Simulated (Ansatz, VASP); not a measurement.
## Two plane-wave programs on K

```
CELL_PARAMETERS angstrom
7.46649 0.00000 0.00000
-3.73325 6.46617 0.00000
0.00000 0.00000 4.43953
ATOMIC_POSITIONS crystal
K 0.00000 0.00000 0.00000
K 0.33333 0.66667 0.50000
K 0.66667 0.33333 0.50000
```

Alike in both runs: functional PBEsol; k mesh 5 × 5 × 7; occupations fermi-dirac, width 0.1 eV; no spin polarisation.

Ansatz relaxed the structure, and its values are those at the end. VASP's run is a single point on that final structure, the one shown.

|  | VASP | Ansatz |
| --- | --- | --- |
| version | VASP 6.6.1 | Ansatz 0.2.0 |
| potentials or method | VASP PAW PBE potentials, release 64 (K_sv), cutoff 520 eV | plane waves (420 eV) with PAW, scalar-relativistic |
| valence electrons in the cell | 27 | 27 |

|  | VASP | Ansatz | Ansatz less VASP |
| --- | --- | --- | --- |
| pressure (GPa) | 0.0 | 0.0 | +0.01 |

VASP's potentials were made for PBE, not for PBEsol, and Ansatz warns of the same on its side.
